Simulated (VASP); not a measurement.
# TlZnBr3 in VASP: notebook, part 3 of 3

VASP 6.6.1. The steps go on from the part before.

## (4) Single point, r2SCAN (strain -1.5%)

Input file POSCAR:

```
TlZnBr3
1.0
    5.1224262551      0.0000000000      0.0000000000
    0.0000000000      5.1224262551      0.0000000000
    0.0000000000      0.0000000000      5.1224262551
Tl Zn Br
1 1 3
Direct
    0.0000000000      0.0000000000      0.0000000000
    0.5000000000      0.5000000000      0.5000000000
    0.5000000000      0.5000000000      0.0000000000
    0.5000000000      0.0000000000      0.5000000000
    0.0000000000      0.5000000000      0.5000000000
```

Input file INCAR.step1:

```
PREC = Accurate ; ENCUT = 520
ISMEAR = 0 ; SIGMA = 0.01
LREAL = F ; LASPH = T
NELM = 60 ; NBANDS = 31
GGA = PE ; ALGO = Normal
EDIFF = 1E-4 ; LWAVE = T
LCHARG = F
```

Input file INCAR.step2:

```
PREC = Accurate ; ENCUT = 520
EDIFF = 1E-6 ; ISMEAR = 0
SIGMA = 0.01 ; LREAL = F
LASPH = T ; NELM = 60
ALGO = Normal ; ISIF = 2
LWAVE = F ; LCHARG = F
METAGGA = R2SCAN ; LMIXTAU = T
NBANDS = 31 ; ISTART = 1
```

Input file KPOINTS:

```
Automatic mesh
0
Gamma
  6 6 6
```

Potentials or basis: VASP PAW PBE potentials, release 64 (Tl_d, Zn, Br).

Started as:

```bash
$ cat potpaw_PBE.64/Tl_d/POTCAR potpaw_PBE.64/Zn/POTCAR potpaw_PBE.64/Br/POTCAR > POTCAR
$ cp INCAR.step1 INCAR
$ mpirun -np 1 vasp_std > vasp.out
$ cp INCAR.step2 INCAR
$ mpirun -np 1 vasp_std > vasp.out
```

OUTCAR:

```text
PREC = Accurate
   ENCUT = 520
   EDIFF = 1E-6
   ISMEAR = 0
   LREAL = F
   LASPH = T
   NELM = 60
   ISIF = 2
   METAGGA = R2SCAN
   ISTART = 1

 ion  position               nearest neighbor table
   1  0.000  0.000  0.000-
   2  0.500  0.500  0.500-   3 2.56   4 2.56   5 2.56   3 2.56   4 2.56   5 2.56
   3  0.500  0.500  0.000-   2 2.56   2 2.56
   4  0.500  0.000  0.500-   2 2.56   2 2.56
   5  0.000  0.500  0.500-   2 2.56   2 2.56
[... 876 lines left out ...]
  Direction    XX          YY          ZZ          XY          YZ          ZX
  --------------------------------------------------------------------------------------
  -------------------------------------------------------------------------------------
  Total        1.5327159      1.5327159      1.5327159     -0.0000000     -0.0000000      0.0000000
  in kB       18.2702763     18.2702763     18.2702763     -0.0000000     -0.0000000      0.0000000
  external PRESSURE =      18.2702763 kB  Pullay stress =       0.0000000 kB

 VOLUME and BASIS-vectors are now :
 -----------------------------------------------------------------------------
  energy-cutoff  :      520.00
  volume of cell :      134.41
      direct lattice vectors                 reciprocal lattice vectors
     5.122426255  0.000000000  0.000000000     0.195219990  0.000000000  0.000000000
     0.000000000  5.122426255  0.000000000     0.000000000  0.195219990  0.000000000
     0.000000000  0.000000000  5.122426255     0.000000000  0.000000000  0.195219990

 POSITION                                       TOTAL-FORCE (eV/Angst)
 -----------------------------------------------------------------------------------
      0.00000      0.00000      0.00000         0.000000      0.000000      0.000000
      2.56121      2.56121      2.56121         0.000000      0.000000      0.000000
      2.56121      2.56121      0.00000         0.000000      0.000000      0.000000
      2.56121      0.00000      2.56121         0.000000      0.000000      0.000000
      0.00000      2.56121      2.56121         0.000000      0.000000      0.000000
 -----------------------------------------------------------------------------------
    total drift:                               -0.000000      0.000000     -0.000000

  FREE ENERGIE OF THE ION-ELECTRON SYSTEM (eV)
  ---------------------------------------------------
  free  energy   TOTEN  =      -106.4348905699 eV

  energy  without entropy=     -106.4348905699  energy(sigma->0) =     -106.43489057
```

OUTCAR.step1:

```text
PREC = Accurate
   ENCUT = 520
   ISMEAR = 0
   LREAL = F
[... 906 lines left out ...]
      2.56121      2.56121      2.56121         0.000000      0.000000      0.000000
      2.56121      2.56121      0.00000         0.000000      0.000000      0.000000
      2.56121      0.00000      2.56121         0.000000      0.000000      0.000000
      0.00000      2.56121      2.56121         0.000000      0.000000      0.000000
 -----------------------------------------------------------------------------------
    total drift:                               -0.000000      0.000000     -0.000000

  FREE ENERGIE OF THE ION-ELECTRON SYSTEM (eV)
  ---------------------------------------------------
  free  energy   TOTEN  =       -11.9844471591 eV

  energy  without entropy=      -11.9844471591  energy(sigma->0) =      -11.98444716
```

Wall time 1.7 min (1 thread of Intel Xeon 6975P-C (Granite Rapids), shared host); peak memory 0.3 GiB.

What came out:

```
Free energy            : -106.4349 eV
Pressure               : 1.8 GPa
Band gap on the k mesh : 1.00 eV, indirect (least direct gap 1.76 eV)
```

Caveat: the cell differs from its parent crystal (strain -1.5%); the PAW data sets were made with another functional, which shifts forces and pressure a little; spin-orbit coupling is left out, which moves the levels of the heavy elements. A k mesh can miss the band edges.

## (5) Single point, r2SCAN

This run uses another cell than the first one, of 28.13 Å³/atom, 1.046 times its volume.

Edit POSCAR of step 4 so:

```diff
@@ -2,5 +2,5 @@
 1.0
-    5.1224262551      0.0000000000      0.0000000000
-    0.0000000000      5.1224262551      0.0000000000
-    0.0000000000      0.0000000000      5.1224262551
+    5.2004327463      0.0000000000      0.0000000000
+    0.0000000000      5.2004327463      0.0000000000
+    0.0000000000      0.0000000000      5.2004327463
 Tl Zn Br
```

Input file INCAR.step1:

```
SYSTEM = TlZnBr3
  ALGO = Normal
  EDIFF = 1E-4
  ENCUT = 520
  GGA = PE
  ISMEAR = 0
  LASPH = .TRUE.
  LCHARG = .FALSE.
  LREAL = .FALSE.
  LWAVE = .TRUE.
  NBANDS = 31
  NELM = 60
  PREC = Accurate
  SIGMA = 0.01
```

Input file INCAR.step2:

```
SYSTEM = TlZnBr3
  ALGO = Normal
  EDIFF = 1E-7
  ENCUT = 520
  ISIF = 2
  ISMEAR = 0
  ISTART = 1
  LASPH = .TRUE.
  LCHARG = .FALSE.
  LMIXTAU = .TRUE.
  LREAL = .FALSE.
  LWAVE = .FALSE.
  METAGGA = R2SCAN
  NBANDS = 31
  NELM = 60
  PREC = Accurate
  SIGMA = 0.01
```

Input file KPOINTS:

```
k-points
0
G
  6 6 6
  0 0 0
```

Started as:

```bash
$ cat potpaw_PBE.64/Tl_d/POTCAR potpaw_PBE.64/Zn/POTCAR potpaw_PBE.64/Br/POTCAR > POTCAR
$ cp INCAR.step1 INCAR
$ mpirun -np 1 vasp_std > vasp.out
$ cp INCAR.step2 INCAR
$ mpirun -np 1 vasp_std > vasp.out
```

Wall time 1.8 min (1 thread of Intel Xeon 6975P-C (Granite Rapids), shared host); peak memory 0.31 GiB.

The run converged. Its results:

| Quantity | Value |
| --- | --- |
| Free energy | -106.4691 eV |
| Pressure | 0.0 GPa |
| Band gap on the k mesh | 0.87 eV, indirect (least direct gap 1.59 eV) |

Levels at points of the mesh, in eV from the valence-band top:
| k point | band 21 | band 22 | band 23 | band 24 | band 25 | band 26 |
| --- | --- | --- | --- | --- | --- | --- |
| (0.00, 0.00, 0.00) | -0.71 | -0.71 | -0.71 | 0.87 | 6.40 | 6.40 |
| (0.50, 0.00, 0.00) | -0.69 | -0.69 | -0.61 | 3.56 | 4.32 | 5.49 |
| (0.50, 0.50, 0.00) | -1.10 | -0.29 | 0.00 | 4.56 | 5.25 | 5.25 |
| (0.50, 0.50, 0.50) | 0.00 | 0.00 | 0.00 | 6.00 | 6.00 | 6.00 |

Caveat: the PAW data sets were made with another functional, which shifts forces and pressure a little; spin-orbit coupling is left out, which moves the levels of the heavy elements.

## (6) Single point, PBE (shear xy strain +2.0%)

Input file INCAR:

```
SYSTEM = TlZnBr3
PREC     = Accurate       ! precision mode
ENCUT    = 520            ! plane-wave cutoff, eV
EDIFF    = 1E-6           ! SCF threshold, eV
ISMEAR   = -1             ! smearing method
SIGMA    = 0.02           ! smearing width, eV
LREAL    = .False.        ! projectors in reciprocal space
LASPH    = .True.         ! aspherical terms in the spheres
NELM     = 60             ! most SCF steps
ALGO     = Normal         ! electronic algorithm
ISIF     = 2              ! what is computed and relaxed
LWAVE    = .False.        ! write WAVECAR
LCHARG   = .False.        ! write CHGCAR
GGA      = PE             ! functional
NBANDS   = 31             ! bands
```

Input file KPOINTS:

```
Automatic mesh
0
Gamma
  6 6 6
  0 0 0
```

Edit POSCAR of step 5 so:

```diff
@@ -2,4 +2,4 @@
 1.0
-    5.2004327463      0.0000000000      0.0000000000
-    0.0000000000      5.2004327463      0.0000000000
+    5.2004327463      0.0520043275      0.0000000000
+    0.0520043275      5.2004327463      0.0000000000
     0.0000000000      0.0000000000      5.2004327463
```

Potentials or basis: VASP PAW PBE potentials, release 64 (Tl_d, Zn, Br).

Started as:

```bash
$ cat potpaw_PBE.64/Tl_d/POTCAR potpaw_PBE.64/Zn/POTCAR potpaw_PBE.64/Br/POTCAR > POTCAR
$ mpirun -np 1 vasp_std > vasp.out
```

Run time: 68 s. Hardware: 1 thread of Intel Xeon 6975P-C (Granite Rapids), shared host; peak memory 0.39 GiB.

It converged, with:

```yaml
Free_energy: -12.0684 eV
Pressure: 1.3 GPa
Band_gap_on_the_k_mesh: 0.28 eV, indirect (least direct gap 0.94 eV)
```

Stress tensor (GPa, compression positive):
```
 1.34 -0.34  0.00
-0.34  1.34  0.00
 0.00  0.00  1.33
```

Levels at points of the mesh, in eV from the valence-band top:
| k point | band 21 | band 22 | band 23 | band 24 | band 25 | band 26 |
| --- | --- | --- | --- | --- | --- | --- |
| (0.00, 0.00, 0.00) | -0.74 | -0.72 | -0.66 | 0.28 | 5.81 | 5.87 |
| (0.50, 0.00, 0.00) | -0.69 | -0.68 | -0.65 | 3.10 | 3.76 | 4.98 |
| (0.50, 0.50, 0.00) | -1.13 | -0.28 | 0.00 | 4.06 | 4.69 | 4.84 |
| (0.00, 0.00, 0.50) | -0.77 | -0.66 | -0.59 | 3.10 | 3.76 | 4.90 |
| (0.50, 0.00, 0.50) | -1.11 | -0.27 | -0.01 | 4.06 | 4.76 | 4.76 |
| (0.50, 0.50, 0.50) | -0.03 | -0.01 | 0.00 | 5.26 | 5.31 | 5.35 |

Caveat: the cell differs from its parent crystal (shear xy strain +2.0%); spin-orbit coupling is left out, which moves the levels of the heavy elements. A k mesh can miss the band edges.

## (7) Single point, r2SCAN (shear xy strain +2.0%)

POSCAR is that of step 6.

Input file INCAR.step1:

```
SYSTEM = TlZnBr3
PREC = Accurate ; ENCUT = 520
ISMEAR = 0 ; SIGMA = 0.01
LREAL = .False. ; LASPH = .True.
NELM = 60 ; NBANDS = 31
GGA = PE ; ALGO = Normal
EDIFF = 1E-4 ; LWAVE = .True.
LCHARG = .False.
```

Input file INCAR.step2:

```
SYSTEM = TlZnBr3
PREC = Accurate ; ENCUT = 520
EDIFF = 1E-6 ; ISMEAR = 0
SIGMA = 0.01 ; LREAL = .False.
LASPH = .True. ; NELM = 60
ALGO = Normal ; ISIF = 2
LWAVE = .False. ; LCHARG = .False.
METAGGA = R2SCAN ; LMIXTAU = .True.
NBANDS = 31 ; ISTART = 1
```

KPOINTS is that of step 6.

Started as:

```bash
$ cat potpaw_PBE.64/Tl_d/POTCAR potpaw_PBE.64/Zn/POTCAR potpaw_PBE.64/Br/POTCAR > POTCAR
$ cp INCAR.step1 INCAR
$ mpirun -np 1 vasp_std > vasp.out
$ cp INCAR.step2 INCAR
$ mpirun -np 1 vasp_std > vasp.out
```

It took 4.1 min on 1 thread of Intel Xeon 6975P-C (Granite Rapids), shared host; peak memory 0.41 GiB.

It converged, with:

```
Free energy            : -106.4658 eV
Pressure               : 0.0 GPa
Band gap on the k mesh : 0.86 eV, indirect (least direct gap 1.53 eV)
```

Stress tensor (GPa, compression positive):
```
 0.02 -0.38  0.00
-0.38  0.02  0.00
 0.00  0.00  0.02
```

Levels at points of the mesh, in eV from the valence-band top:
```
           k point  band 20  band 21  band 22  band 23  band 24  band 25  band 26  band 27
(0.00, 0.00, 0.00)    -0.90    -0.75    -0.73    -0.67     0.86     6.32     6.38     6.45
(0.50, 0.00, 0.00)    -1.12    -0.71    -0.70    -0.61     3.55     4.30     5.47     5.47
(0.50, 0.50, 0.00)    -1.20    -1.11    -0.32     0.00     4.55     5.16     5.32     5.93
(0.00, 0.00, 0.50)    -1.12    -0.79    -0.62    -0.61     3.55     4.30     5.39     5.56
(0.50, 0.00, 0.50)    -1.23    -1.09    -0.31    -0.01     4.55     5.24     5.24     5.93
(0.50, 0.50, 0.50)    -0.29    -0.03    -0.01     0.00     5.94     5.99     6.04     6.25
```

Caveat: the cell differs from its parent crystal (shear xy strain +2.0%); the PAW data sets were made with another functional, which shifts forces and pressure a little; spin-orbit coupling is left out, which moves the levels of the heavy elements.

## (8) Summary

| level | cell | smearing | gap on the mesh (eV) | pressure (GPa) |
| --- | --- | --- | --- | --- |
| PBE | a = 5.122 Å, 5 atoms | fermi-dirac 0.02 eV | 0.40 | 3.2 |
| PBE | a = 5.226 Å, 5 atoms | fermi-dirac 0.02 eV | 0.26 | 0.8 |
| r2SCAN | a = 5.122 Å, 5 atoms | gaussian 0.01 eV | 1.00 | 1.8 |
| r2SCAN | a = 5.200 Å, 5 atoms | gaussian 0.01 eV | 0.87 | 0.0 |
| PBE | a = 5.201 Å, angles 90.0, 90.0, 88.9°, 5 atoms | fermi-dirac 0.02 eV | 0.28 | 1.3 |
| r2SCAN | a = 5.201 Å, angles 90.0, 90.0, 88.9°, 5 atoms | gaussian 0.01 eV | 0.86 | 0.0 |

Alike in all rows: task single point; potentials or basis VASP PAW PBE potentials, release 64 (Tl_d, Zn, Br); no spin polarisation; k mesh 6 × 6 × 6; cutoff (eV) 520.

Caveats: spin-orbit coupling is left out, which moves the levels of the heavy elements; the PAW data sets were made with another functional, which shifts forces and pressure a little (some runs).

Absolute energies hang on the potentials; compare differences alone.
